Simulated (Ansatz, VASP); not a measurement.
CrW3 in VASP and in Ansatz

```
Cr W
1.0
     3.95011    0.00000    0.00000
     0.00000    3.95011    0.00000
     0.00000    0.00000    3.95011
Cr W
1 3
Cartesian
  0.0000 0.0000 0.0000
  0.0000 1.9751 1.9751
  1.9751 0.0000 1.9751
  1.9751 1.9751 0.0000
```

Alike in both runs: functional PBE; k mesh 12 × 12 × 12; occupations gaussian, width 0.1 eV; no spin polarisation.

Ansatz relaxed the structure, and its values are those at the end. VASP's run is a single point on that final structure, the one shown.

|  | VASP | Ansatz |
| --- | --- | --- |
| version | VASP 6.6.1 | Ansatz 0.2.0 |
| potentials or method | VASP PAW PBE potentials, release 64 (Cr_pv, W_sv), cutoff 520 eV | scalar-relativistic, plane waves, PAW |
| valence electrons in the cell | 54 | 56 |

|  | VASP | Ansatz | Ansatz less VASP |
| --- | --- | --- | --- |
| gap on the k mesh at the Fermi level (eV) | none | none | - |
| pressure (GPa) | 0.4 | 0.0 | -0.39 |

A gap of «none» marks a metal or a gap that the smearing closes. VASP's potentials hold 54 valence electrons a cell and Ansatz's 56, so a difference there can come from the potentials and not from the codes.

Spin-orbit coupling is off throughout.
